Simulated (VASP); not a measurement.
# La (Pm-3m) in VASP: further runs

La is run at these levels: r2SCAN; tasks: single point.

All numbers are computed with VASP 6.6.1; they aren't measurements. Logs are shortened: lines on timing, memory, paths and dates and some standing lists are left out, and cuts for length are marked.

## (1) The cell of the first run

The structure is cubic, space group Pm-3m (No. 221). The conventional cell has a = 3.299 Å, b = 3.299 Å, c = 3.299 Å, α = 90.00°, β = 90.00°, γ = 90.00°. La (site symmetry m-3m) has 6 La at 3.30 Å within 4.3 Å.

This isn't the form of La at room conditions, which is double hcp.

## (2) Single point, r2SCAN

File POSCAR:

```
La
1.0
    3.2986088796      0.0000000000      0.0000000000
    0.0000000000      3.2986088796      0.0000000000
    0.0000000000      0.0000000000      3.2986088796
La
1
Direct
    0.0000000000      0.0000000000      0.0000000000
```

File INCAR.step1:

```
PREC     = Accurate       # precision mode
ENCUT    = 520            # plane-wave cutoff, eV
ISMEAR   = -1             # smearing method
SIGMA    = 0.1            # smearing width, eV
LREAL    = F              # projectors in reciprocal space
LASPH    = T              # aspherical terms in the spheres
NELM     = 80             # most SCF steps
NBANDS   = 12             # bands
GGA      = PE             # functional
ALGO     = Normal         # electronic algorithm
EDIFF    = 1E-4           # SCF threshold, eV
LWAVE    = T              # write WAVECAR
LCHARG   = F              # write CHGCAR
```

File INCAR.step2:

```
PREC     = Accurate       # precision mode
ENCUT    = 520            # plane-wave cutoff, eV
EDIFF    = 1E-6           # SCF threshold, eV
ISMEAR   = -1             # smearing method
SIGMA    = 0.1            # smearing width, eV
LREAL    = F              # projectors in reciprocal space
LASPH    = T              # aspherical terms in the spheres
NELM     = 80             # most SCF steps
ALGO     = Normal         # electronic algorithm
ISIF     = 2              # what is computed and relaxed
LWAVE    = F              # write WAVECAR
LCHARG   = F              # write CHGCAR
METAGGA  = R2SCAN         # meta-GGA
LMIXTAU  = T            
NBANDS   = 12             # bands
ISTART   = 1
```

File KPOINTS:

```
regular mesh
0
Gamma
  9 9 9
```

Potentials or basis: VASP PAW PBE potentials, release 64 (La).

Started as:

```sh
> cat potpaw_PBE.64/La/POTCAR > POTCAR
> cp INCAR.step1 INCAR
> mpirun -np 1 vasp_std > vasp.out
> cp INCAR.step2 INCAR
> mpirun -np 1 vasp_std > vasp.out
```

OUTCAR:

```text
PREC = Accurate
   ENCUT = 520
   EDIFF = 1E-6
   ISMEAR = -1
   LREAL = F
   LASPH = T
   NELM = 80
   ISIF = 2
   METAGGA = R2SCAN
   ISTART = 1

 ion  position               nearest neighbor table
   1  0.000  0.000  0.000-

  LATTYP: Found a simple cubic cell.
 ALAT       =     3.2986088796

  Lattice vectors:

 A1 = (   3.2986088796,   0.0000000000,   0.0000000000)
 A2 = (   0.0000000000,   3.2986088796,   0.0000000000)
 A3 = (   0.0000000000,   0.0000000000,   3.2986088796)

Analysis of symmetry for initial positions (statically):
=====================================================================
 Subroutine PRICEL returns:
 Original cell was already a primitive cell.

 Routine SETGRP: Setting up the symmetry group for a
 simple cubic supercell.

 Subroutine GETGRP returns: Found 48 space group operations
 (whereof 48 operations were pure point group operations)
 out of a pool of 48 trial point group operations.

The static configuration has the point symmetry O_h .

Analysis of symmetry for dynamics (positions and initial velocities):
=====================================================================
 Subroutine PRICEL returns:
 Original cell was already a primitive cell.

 Routine SETGRP: Setting up the symmetry group for a
 simple cubic supercell.

 Subroutine GETGRP returns: Found 48 space group operations
 (whereof 48 operations were pure point group operations)
 out of a pool of 48 trial point group operations.

The dynamic configuration has the point symmetry O_h .

 Subroutine INISYM returns: Found 48 space group operations
 (whereof 48 operations are pure point group operations),
 and found     1 'primitive' translations

----------------------------------------------------------------------------------------

                                     Primitive cell

  volume of cell :      35.8916

  direct lattice vectors                    reciprocal lattice vectors
     3.298608880  0.000000000  0.000000000     0.303158100  0.000000000  0.000000000
     0.000000000  3.298608880  0.000000000     0.000000000  0.303158100  0.000000000
     0.000000000  0.000000000  3.298608880     0.000000000  0.000000000  0.303158100

  length of vectors
     3.298608880  3.298608880  3.298608880     0.303158100  0.303158100  0.303158100

  position of ions in fractional coordinates (direct lattice)
     0.000000000  0.000000000  0.000000000

  ion indices of the primitive-cell ions
   primitive index   ion index
                 1           1

----------------------------------------------------------------------------------------

 KPOINTS: regular mesh

Automatic generation of k-mesh.
 Grid dimensions read from file:
 generate k-points for:    9    9    9

 Generating k-lattice:

  Cartesian coordinates                     Fractional coordinates (reciprocal lattice)
     0.033684233  0.000000000  0.000000000     0.111111111  0.000000000  0.000000000
     0.000000000  0.033684233  0.000000000     0.000000000  0.111111111  0.000000000
     0.000000000  0.000000000  0.033684233     0.000000000  0.000000000  0.111111111

  Length of vectors
     0.033684233  0.033684233  0.033684233

  Shift w.r.t. Gamma in fractional coordinates (k-lattice)
     0.000000000  0.000000000  0.000000000

 Subroutine IBZKPT returns following result:
 ===========================================

 Found     35 irreducible k-points:

 Following reciprocal coordinates:
            Coordinates               Weight
  0.000000  0.000000  0.000000      1.000000
  0.111111  0.000000  0.000000      6.000000
  0.222222  0.000000  0.000000      6.000000
  0.333333  0.000000  0.000000      6.000000
  0.444444  0.000000  0.000000      6.000000
  0.111111  0.111111  0.000000     12.000000
[... 16 lines left out ...]
  0.333333  0.333333  0.111111     24.000000
  0.444444  0.333333  0.111111     48.000000
 [... further k-points ...]
   k-points           NKPTS =     35   k-points in BZ     NKDIM =     35   number of bands    NBANDS=     12
   number of dos      NEDOS =    301   number of ions     NIONS =      1
   total plane-waves  NPLWV =  21952
   dimension x,y,z NGX =    28 NGY =   28 NGZ =   28
   dimension x,y,z NGXF=    56 NGYF=   56 NGZF=   56
   ions per type =               1
   NGX,Y,Z   is equivalent  to a cutoff of  14.11, 14.11, 14.11 a.u.
   NGXF,Y,Z  is equivalent  to a cutoff of  28.22, 28.22, 28.22 a.u.
 SYSTEM =  unknown system
   PREC   = accura    normal or accurate (medium, high low for compatibility)
   ISTART =      1    job   : 0-new  1-cont  2-samecut
   ICHARG =      0    charge: 1-file 2-atom 10-const
   ISPIN  =      1    spin polarized calculation?
   LNONCOLLINEAR =      F non collinear calculations
   LSORBIT =      F    spin-orbit coupling
   LASPH  =      T    aspherical Exc in radial PAW
   ENCUT  =  520.0 eV  38.22 Ry    6.18 a.u.   6.13  6.13  6.13*2*pi/ulx,y,z
   NELM   =     80;   NELMIN=  2; NELMDL=  0     # of ELM steps
[... 57 lines left out ...]
      1     -26.1518      2.00000
      2      -8.3501      2.00000
      3      -8.3501      2.00000
      4      -8.3501      2.00000
      5       5.2407      2.00000
      6       7.0476      1.99999
      7       7.0476      1.99999
      8      10.4399      0.00000
      9      10.4399      0.00000
     10      10.4399      0.00000
     11      10.6494      0.00000
     12      10.6494      0.00000

 k-point     2 :       0.1111    0.0000    0.0000
  band No.  band energies     occupation
      1     -26.1210      2.00000
      2      -8.6359      2.00000
      3      -8.3254      2.00000
      4      -8.3254      2.00000
      5       5.5412      2.00000
      6       7.1308      1.99998
      7       7.4726      1.99929
      8      10.3959      0.00000
      9      10.4540      0.00000
     10      10.4540      0.00000
     11      10.5794      0.00000
     12      10.6576      0.00000

 k-point     3 :       0.2222    0.0000    0.0000
  band No.  band energies     occupation
      1     -26.0415      2.00000
      2      -9.2994      2.00000
      3      -8.2622      2.00000
      4      -8.2622      2.00000
      5       6.1683      2.00000
      6       7.3609      1.99977
      7       8.7037      0.02497
      8      10.2665      0.00000
      9      10.3471      0.00000
     10      10.4933      0.00000
     11      10.4933      0.00000
     12      10.6885      0.00000

 k-point     4 :       0.3333    0.0000    0.0000
  band No.  band energies     occupation
      1     -25.9484      2.00000
      2      -9.9750      2.00000
      3      -8.1889      2.00000
      4      -8.1889      2.00000
      5       6.8895      2.00000
      6       7.6705      1.99486
      7       9.8178      0.00000
      8      10.0738      0.00000
      9      10.2365      0.00000
     10      10.5420      0.00000
     11      10.5420      0.00000
     12      10.7735      0.00000

 k-point     5 :       0.4444    0.0000    0.0000
  band No.  band energies     occupation
      1     -25.8860      2.00000
      2     -10.3818      2.00000
      3      -8.1402      2.00000
      4      -8.1402      2.00000
      5       7.5714      1.99809
      6       7.9182      1.94050
      7       9.2931      0.00007
      8       9.9035      0.00000
      9      10.5711      0.00000
     10      10.5711      0.00000
     11      10.8228      0.00000
     12      10.9830      0.00000
[... 228 lines left out ...]
      1     -25.8115      2.00000
      2      -9.8125      2.00000
      3      -9.0588      2.00000
      4      -8.3669      2.00000
      5       7.3725      1.99974
      6       8.4665      0.23865
      7       9.6542      0.00000
      8       9.7622      0.00000
      9      10.1775      0.00000
     10      10.3614      0.00000
     11      10.6764      0.00000
     12      10.7399      0.00000

 k-point    22 :       0.4444    0.2222    0.1111
  band No.  band energies     occupation
      1     -25.7502      2.00000
      2     -10.2085      2.00000
      3      -8.9962      2.00000
      4      -8.3152      2.00000
      5       7.2710      1.99991
      6       8.6603      0.03827
      7       9.3980      0.00002
      8       9.7671      0.00000
      9      10.2817      0.00000
     10      10.4475      0.00000
     11      10.7154      0.00000
     12      10.7491      0.00000

 k-point    23 :       0.3333    0.3333    0.1111
  band No.  band energies     occupation
      1     -25.7213      2.00000
      2      -9.7269      2.00000
      3      -9.6801      2.00000
      4      -8.2915      2.00000
      5       6.7540      2.00000
      6       8.6288      0.05210
      7       9.8478      0.00000
      8       9.9454      0.00000
      9      10.2794      0.00000
     10      10.4623      0.00000
     11      10.6801      0.00000
     12      10.7644      0.00000

 k-point    24 :       0.4444    0.3333    0.1111
  band No.  band energies     occupation
      1     -25.6608      2.00000
      2     -10.0937      2.00000
      3      -9.6307      2.00000
      4      -8.2413      2.00000
      5       6.2884      2.00000
      6       8.9484      0.00219
      7       9.5559      0.00001
      8      10.0219      0.00000
      9      10.4330      0.00000
     10      10.4866      0.00000
     11      10.6456      0.00000
     12      10.8493      0.00000

 [... further k-points ...]
[... 5 lines left out ...]
  --------------------------------------------------------------------------------------
  -------------------------------------------------------------------------------------
  Total       -0.0004446     -0.0004446     -0.0004446      0.0000000      0.0000000      0.0000000
  in kB       -0.0198455     -0.0198455     -0.0198455      0.0000000      0.0000000      0.0000000
  external PRESSURE =      -0.0198455 kB  Pullay stress =       0.0000000 kB

 VOLUME and BASIS-vectors are now :
 -----------------------------------------------------------------------------
  energy-cutoff  :      520.00
  volume of cell :       35.89
      direct lattice vectors                 reciprocal lattice vectors
     3.298608880  0.000000000  0.000000000     0.303158100  0.000000000  0.000000000
     0.000000000  3.298608880  0.000000000     0.000000000  0.303158100  0.000000000
     0.000000000  0.000000000  3.298608880     0.000000000  0.000000000  0.303158100

 POSITION                                       TOTAL-FORCE (eV/Angst)
 -----------------------------------------------------------------------------------
      0.00000      0.00000      0.00000         0.000000      0.000000      0.000000
 -----------------------------------------------------------------------------------
    total drift:                               -0.000000      0.000000     -0.000000

  FREE ENERGIE OF THE ION-ELECTRON SYSTEM (eV)
  ---------------------------------------------------
  free  energy   TOTEN  =       -29.3118794842 eV

  energy  without entropy=      -29.2556100134  energy(sigma->0) =      -29.28374475
```

Run time: 53 s. Hardware: 1 thread of Intel Xeon Platinum 8488C (Sapphire Rapids), shared host; peak memory 0.18 GiB.

What came out:

```yaml
Free_energy: -29.3119 eV
Pressure: 0.0 GPa
Band_gap_on_the_k_mesh: zero (an odd number of electrons rules out a gap without spin polarisation)
```

Caveat: the PAW data sets were made with another functional, which shifts forces and pressure a little; spin-orbit coupling is left out, which moves the levels of the heavy elements.

## (3) Single point, r2SCAN (31.58 Å³/atom)

This run uses another cell than the first one, of 31.58 Å³/atom.

File POSCAR:

```
La
1.0
    3.1610040172      0.0000000000      0.0000000000
    0.0000000000      3.1610040172      0.0000000000
    0.0000000000      0.0000000000      3.1610040172
La
1
Direct
    0.0000000000      0.0000000000      0.0000000000
```

File INCAR.step1:

```
PREC = Accurate
ENCUT = 520
ISMEAR = -1
SIGMA = 0.1
LREAL = F
LASPH = T
NELM = 100
NBANDS = 12
GGA = PE
ALGO = Normal
EDIFF = 1E-4
LWAVE = T
LCHARG = F
```

File INCAR.step2:

```
PREC = Accurate
ENCUT = 520
EDIFF = 1E-7
ISMEAR = -1
SIGMA = 0.1
LREAL = F
LASPH = T
NELM = 100
ALGO = Normal
ISIF = 2
LWAVE = F
LCHARG = F
METAGGA = R2SCAN
LMIXTAU = T
NBANDS = 12
ISTART = 1
```

File KPOINTS:

```
regular mesh
0
Gamma
  11 11 11
```

Potentials or basis: VASP PAW PBE potentials, release 64 (La).

Started as:

```sh
> cat potpaw_PBE.64/La/POTCAR > POTCAR
> cp INCAR.step1 INCAR
> mpirun -np 1 vasp_std > vasp.out
> cp INCAR.step2 INCAR
> mpirun -np 1 vasp_std > vasp.out
```

It took 60 s on 1 thread of Intel Xeon Platinum 8488C (Sapphire Rapids), shared host; peak memory 0.17 GiB.

It converged, with:

| Quantity | Value |
| --- | --- |
| Free energy | -29.2557 eV |
| Pressure | 4.1 GPa |
| Band gap on the k mesh | zero (an odd number of electrons rules out a gap without spin polarisation) |

Levels at points of the mesh, in eV from the Fermi level:
```tsv
k point	band 4	band 5	band 6	band 7	band 8	band 9
(0.00, 0.00, 0.00)	-16.17	-2.81	-1.43	-1.43	2.45	2.45
```

Caveat: the cell stands under pressure; the PAW data sets were made with another functional, which shifts forces and pressure a little; spin-orbit coupling is left out, which moves the levels of the heavy elements.

## (4) Single point, r2SCAN (33.02 Å³/atom)

This run uses another cell than the first one, of 33.02 Å³/atom.

File POSCAR:

```
La
1.0
    3.2081901383      0.0000000000      0.0000000000
    0.0000000000      3.2081901383      0.0000000000
    0.0000000000      0.0000000000      3.2081901383
La
1
Direct
    0.0000000000      0.0000000000      0.0000000000
```

File INCAR.step1:

```
SYSTEM = La
  PREC = Accurate
  ENCUT = 520
  ISMEAR = -1
  SIGMA = 0.1
  LREAL = .FALSE.
  LASPH = .TRUE.
  NELM = 60
  NBANDS = 12
  GGA = PE
  ALGO = Normal
  EDIFF = 1E-4
  LWAVE = .TRUE.
  LCHARG = .FALSE.
```

File INCAR.step2:

```
SYSTEM = La
  PREC = Accurate
  ENCUT = 520
  EDIFF = 1E-6
  ISMEAR = -1
  SIGMA = 0.1
  LREAL = .FALSE.
  LASPH = .TRUE.
  NELM = 60
  ALGO = Normal
  ISIF = 2
  LWAVE = .FALSE.
  LCHARG = .TRUE.
  METAGGA = R2SCAN
  LMIXTAU = .TRUE.
  LELF = .TRUE.
  LVHAR = .TRUE.
  NBANDS = 12
  ISTART = 1
```

File KPOINTS:

```
Automatic mesh
0
G
  11 11 11
  0 0 0
```

Started as:

```sh
> cat potpaw_PBE.64/La/POTCAR > POTCAR
> cp INCAR.step1 INCAR
> mpirun -np 1 vasp_std > vasp.out
> cp INCAR.step2 INCAR
> mpirun -np 1 vasp_std > vasp.out
```

It took 42 s on 1 thread of Intel Xeon Platinum 8488C (Sapphire Rapids), shared host; peak memory 0.16 GiB.

Results (log left out):

- Free energy: -29.2851 eV
- Pressure: 2.4 GPa
- Band gap on the k mesh: zero (an odd number of electrons rules out a gap without spin polarisation)

Levels at points of the mesh, in eV from the Fermi level:
```
           k point  band 4  band 5  band 6  band 7  band 8  band 9
(0.00, 0.00, 0.00)  -16.32   -2.88   -1.34   -1.34    2.37    2.37
```

Caveat: the PAW data sets were made with another functional, which shifts forces and pressure a little; spin-orbit coupling is left out, which moves the levels of the heavy elements.

## (5) Single point, r2SCAN (34.46 Å³/atom)

This run uses another cell than the first one, of 34.46 Å³/atom.

File POSCAR:

```
La
1.0
    3.2540276189      0.0000000000      0.0000000000
    0.0000000000      3.2540276189      0.0000000000
    0.0000000000      0.0000000000      3.2540276189
La
1
Direct
    0.0000000000      0.0000000000      0.0000000000
```

File INCAR.step1:

```
  PREC = Accurate
  ENCUT = 520
  ISMEAR = -1
  SIGMA = 0.1
  LREAL = False
  LASPH = True
  NELM = 60
  NBANDS = 12
  GGA = PE
  ALGO = Normal
  EDIFF = 1E-4
  LWAVE = True
  LCHARG = False
```

File INCAR.step2:

```
  PREC = Accurate
  ENCUT = 520
  EDIFF = 1E-6
  ISMEAR = -1
  SIGMA = 0.1
  LREAL = False
  LASPH = True
  NELM = 60
  ALGO = Normal
  ISIF = 2
  LWAVE = False
  LCHARG = True
  METAGGA = R2SCAN
  LMIXTAU = True
  LELF = True
  LVHAR = True
  NBANDS = 12
  ISTART = 1
```

File KPOINTS:

```
regular mesh
0
Gamma
  11 11 11
```

Started as:

```sh
> cat potpaw_PBE.64/La/POTCAR > POTCAR
> cp INCAR.step1 INCAR
> mpirun -np 1 vasp_std > vasp.out
> cp INCAR.step2 INCAR
> mpirun -np 1 vasp_std > vasp.out
```

It took 42 s on 1 thread of Intel Xeon Platinum 8488C (Sapphire Rapids), shared host; peak memory 0.17 GiB.

It converged, with:

```yaml
Free_energy: -29.3012 eV
Pressure: 1.1 GPa
Band_gap_on_the_k_mesh: zero (an odd number of electrons rules out a gap without spin polarisation)
```

Levels at points of the mesh, in eV from the Fermi level:
```tsv
k point	band 2	band 3	band 4	band 5	band 6	band 7	band 8	band 9	band 10	band 11
(0.00, 0.00, 0.00)	-16.46	-16.46	-16.46	-2.94	-1.25	-1.25	2.28	2.28	2.28	2.52
```

Caveat: the PAW data sets were made with another functional, which shifts forces and pressure a little; spin-orbit coupling is left out, which moves the levels of the heavy elements.

## (6) Single point, r2SCAN (35.89 Å³/atom)

File POSCAR:

```
La
1.0
    3.2986088796      0.0000000000      0.0000000000
    0.0000000000      3.2986088796      0.0000000000
    0.0000000000      0.0000000000      3.2986088796
La
1
Direct
    0.0000000000      0.0000000000      0.0000000000
```

File INCAR.step1:

```
  PREC = Accurate
  ENCUT = 520
  ISMEAR = -1
  SIGMA = 0.1
  LREAL = F
  LASPH = T
  NELM = 80
  NBANDS = 12
  GGA = PE
  ALGO = Normal
  EDIFF = 1E-4
  LWAVE = T
  LCHARG = F
```

File INCAR.step2:

```
  PREC = Accurate
  ENCUT = 520
  EDIFF = 1E-6
  ISMEAR = -1
  SIGMA = 0.1
  LREAL = F
  LASPH = T
  NELM = 80
  ALGO = Normal
  ISIF = 2
  LWAVE = F
  LCHARG = T
  METAGGA = R2SCAN
  LMIXTAU = T
  LELF = T
  LVHAR = T
  NBANDS = 12
  ISTART = 1
```

KPOINTS is that of step 5.

Potentials or basis: VASP PAW PBE potentials, release 64 (La).

Started as:

```sh
> cat potpaw_PBE.64/La/POTCAR > POTCAR
> cp INCAR.step1 INCAR
> mpirun -np 1 vasp_std > vasp.out
> cp INCAR.step2 INCAR
> mpirun -np 1 vasp_std > vasp.out
```

Wall time 87 s (1 thread of Intel Xeon Platinum 8488C (Sapphire Rapids), shared host); peak memory 0.19 GiB.

It converged, with:

* Free energy: -29.3062 eV
* Pressure: 0.0 GPa
* Band gap on the k mesh: zero (an odd number of electrons rules out a gap without spin polarisation)

Levels at points of the mesh, in eV from the Fermi level:
| k point | band 4 | band 5 | band 6 | band 7 | band 8 | band 9 |
| --- | --- | --- | --- | --- | --- | --- |
| (0.00, 0.00, 0.00) | -16.59 | -2.99 | -1.18 | -1.18 | 2.20 | 2.20 |

Caveat: the PAW data sets were made with another functional, which shifts forces and pressure a little; spin-orbit coupling is left out, which moves the levels of the heavy elements.

## (7) Overview

```tsv
cell	k mesh	gap on the mesh (eV)	pressure (GPa)
a = 3.299 Å, 1 atom	9 × 9 × 9	none	0.0
a = 3.161 Å, 1 atom	11 × 11 × 11	none	4.1
a = 3.208 Å, 1 atom	11 × 11 × 11	none	2.4
a = 3.254 Å, 1 atom	11 × 11 × 11	none	1.1
a = 3.299 Å, 1 atom	11 × 11 × 11	none	0.0
```

Alike in all rows: task single point; level r2SCAN; potentials or basis VASP PAW PBE potentials, release 64 (La); no spin polarisation; cutoff (eV) 520; smearing fermi-dirac 0.1 eV.

Caveats: the PAW data sets were made with another functional, which shifts forces and pressure a little; spin-orbit coupling is left out, which moves the levels of the heavy elements; the cell stands under pressure (at least some runs).

Total energies depend on the potentials used, so only differences within one code and one set of settings carry meaning.
